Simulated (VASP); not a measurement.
Runs of VASP 6.6.1 on Te. The structure is that of space group P6/mmm (No. 191), or close to it. The cells are those of the table. 

| task | cell | k mesh | cutoff (eV) | gap on the mesh (eV) | pressure (GPa) |
| --- | --- | --- | --- | --- | --- |
| single point | a = 5.605, b = 5.605, c = 3.291 Å, angles 90.0, 90.0, 120.0°, 3 atoms | 9 × 9 × 13 | 520 | none | -0.2 |
| single point | a = 5.821, b = 5.821, c = 3.418 Å, angles 90.0, 90.0, 120.0°, 3 atoms | 8 × 8 × 11 | 520 | none | -4.2 |
| single point | a = 5.530, b = 5.530, c = 3.246 Å, angles 90.0, 90.0, 120.0°, 3 atoms | 8 × 8 × 11 | 520 | none | (a) |
| single point | a = 5.751, b = 5.751, c = 3.376 Å, angles 90.0, 90.0, 120.0°, 3 atoms | 8 × 8 × 11 | 520 | none | -3.2 |
| relaxation of cell and atoms | relaxed from a = 5.462, b = 5.462, c = 3.348 Å, angles 90.0, 90.0, 120.0°, 3 atoms | 7 × 7 × 9 | 600 | none | 0.0 |

Alike in all rows: level RPBE; potentials or basis VASP PAW PBE potentials, release 64 (Te); no spin polarisation; smearing fermi-dirac 0.1 eV.

Q: Fill in the values left out.

A: (a) 1.8.

Caveats: the PAW data sets were made with another functional, which shifts forces and pressure a little; spin-orbit coupling is left out, which moves the levels of the heavy elements.

A k mesh can miss the band edges, and the runs leave out spin-orbit coupling on Te.

A gap of «none» marks levels without a gap at the run's occupations.
